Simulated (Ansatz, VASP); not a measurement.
**Two plane-wave programs on ZnS**

```
Zn S
1.0
     3.70573    0.00000    0.00000
    -1.85287    3.20926    0.00000
     0.00000    0.00000    6.46502
Zn S
2 2
Direct
  0.33333 0.66667 0.00544
  0.66667 0.33333 0.50544
  0.33333 0.66667 0.37956
  0.66667 0.33333 0.87956
```

Alike in both runs: task single point; functional PBEsol; k mesh 9 × 9 × 6; occupations gaussian, width 0.05 eV; no spin polarisation.

|  | VASP | Ansatz |
| --- | --- | --- |
| version | VASP 6.6.1 | Ansatz 0.2.0 |
| potentials or method | VASP PAW PBE potentials, release 64 (Zn, S), cutoff 520 eV | scalar-relativistic, plane waves, PAW |
| valence electrons in the cell | 36 | 36 |

```csv
,VASP,Ansatz,Ansatz less VASP
gap on the k mesh at the Fermi level (eV),1.95,1.95,-0.004
least direct gap on the mesh (eV),1.95,1.95,-0.004
pressure (GPa),0.7,0.4,-0.24
"traceless stress, the component that is largest in VASP (GPa)",-5.64,-5.63,+0.011
rms of the force components (eV/Å),0.193,0.190,-0.0029
```

VASP's potentials were made for PBE, not for PBEsol. Atom by atom the forces differ by 0.003 eV/Å (rms over components).
